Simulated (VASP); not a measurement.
Wanted: the native input for a VASP 6.6.1 run.

```yaml
Task: single point
Functional: PBE
Potentials_or_basis: VASP PAW PBE potentials, release 64 (Al, N)
Cutoff: 520 eV
k_mesh: 1 × 1 × 1
Occupations: fermi-dirac, width 0.3275 eV
Spin: no spin polarisation
Dipole_correction: no
Further_INCAR_settings: ALGO = Normal; EDIFF = 1e-07; NBANDS = 41; ISYM = 0
```

The structure of AlN lies in POSCAR:

```
AlN
1.0
    5.2253880000      0.0754520000     -0.0146810000
    0.0754520000      5.6076760000      0.1886370000
   -0.0146810000      0.1886370000      5.5019230000
Al N
7 7
Direct
    0.6974629321      0.9595962109      1.3674061056
   -0.0894818247      0.5820045485      0.6454706337
    0.0205977089      0.1459527092      0.7840368383
    0.2235598900      0.2137232864      0.3024327973
    0.2619399867      0.6780475391      1.1350116473
    0.5330408576      0.3690708920      0.7259340320
    0.7530129822      0.4635348587      0.1678109923
    0.2216537809      0.8576152535      0.7211220751
    0.4302865467      0.5154830176      0.4181855811
    0.9171789063      0.7027440279      0.2996453382
    0.4126586480     -0.0041527213      0.6415241723
    0.6831940299      1.1281190176      0.0589688341
    0.1037588230      0.4835423485      0.9152200613
    0.8760644523      0.2723439603      0.5320191421
```

One way to write it, as run:

INCAR

```
SYSTEM = AlN
  PREC = Accurate
  ENCUT = 520
  EDIFF = 1E-7
  ISMEAR = -1
  SIGMA = 0.3275
  LREAL = .FALSE.
  LASPH = .TRUE.
  NELM = 80
  ALGO = Normal
  ISIF = 2
  LWAVE = .FALSE.
  LCHARG = .FALSE.
  GGA = PE
  ISYM = 0
  NBANDS = 41
```

KPOINTS

```
Automatic mesh
0
G
  1 1 1
  0 0 0
```

Potentials or basis: VASP PAW PBE potentials, release 64 (Al, N).

Command:

```console
$ cat potpaw_PBE.64/Al/POTCAR potpaw_PBE.64/N/POTCAR > POTCAR
$ mpirun -np 1 vasp_gam > vasp.out
```

It gave:

```json
{
 "Pressure": "-5.6 GPa",
 "Largest force": "6.471 eV/Å",
 "Band gap on the k mesh": "1.13 eV"
}
```

Caveat: the k points lie up to 1.20 Å⁻¹ apart.

Wall time 32 s on 1 thread of Intel Xeon 8259CL (shared host), peak memory 0.23 GiB.
